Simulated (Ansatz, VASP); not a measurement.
## Zr in VASP and in Ansatz

The input INCAR:

```
  PREC = Accurate
  ENCUT = 500
  EDIFF = 1E-6
  ISMEAR = -1
  SIGMA = 0.05
  LREAL = False
  LASPH = True
  NELM = 120
  ALGO = Normal
  ISIF = 2
  LWAVE = False
  LCHARG = False
  GGA = RP
  IVDW = 13
  NBANDS = 19
  GGA_COMPAT = False
```

Contents of KPOINTS:

```
regular mesh
0
Gamma
  9 9 5
```

File POSCAR:

```
Zr
1.0
    3.2953886421      0.0000000000      0.0000000000
   -1.6476943210      2.8538902793      0.0000000000
    0.0000000000      0.0000000000      5.2479471970
Zr
2
Direct
    0.6666666667      0.3333333333      0.7500000000
    0.3333333333      0.6666666667      0.2500000000
```

input.yaml

```yaml
crystal:
  lattice:
    - [3.2953886421, 0.0, 0.0]
    - [-1.647694321, 2.8538902793, 0.0]
    - [0.0, 0.0, 5.247947197]
  atoms:
    - { symbol: Zr, position: [0.6666666667, 0.3333333333, 0.75] }
    - { symbol: Zr, position: [0.3333333333, 0.6666666667, 0.25] }
hamiltonian:
  xc: rpbe
  pseudopotentials: { kind: paw }
  dispersion: d4
kpoints:
  mp_grid: { grid: [9, 9, 5] }
scf:
  occupations: { method: fermi_dirac, width: 0.05 }
output:
  forces: true
  stress: true
  eigenvalues: true
```

Alike in both runs: task single point; functional RPBE; dispersion D4; k mesh 9 × 9 × 5; occupations fermi-dirac, width 0.05 eV; no spin polarisation.

```csv
,VASP,Ansatz
version,VASP 6.6.1,Ansatz 0.2.0
potentials or method,"VASP PAW PBE potentials, release 64 (Zr_sv)",Ansatz PAW
plane-wave cutoff (eV),500,420
valence electrons in the cell,24,24
```

```csv
,VASP,Ansatz,Ansatz less VASP
gap on the k mesh at the Fermi level (eV),none,none,-
pressure (GPa),-4.6,-4.6,-0.01
"traceless stress, the component that is largest in VASP (GPa)",0.24,0.25,+0.006
```

VASP's potentials were made for PBE, not for RPBE. A gap of «none» marks a metal or a gap that the smearing closes.
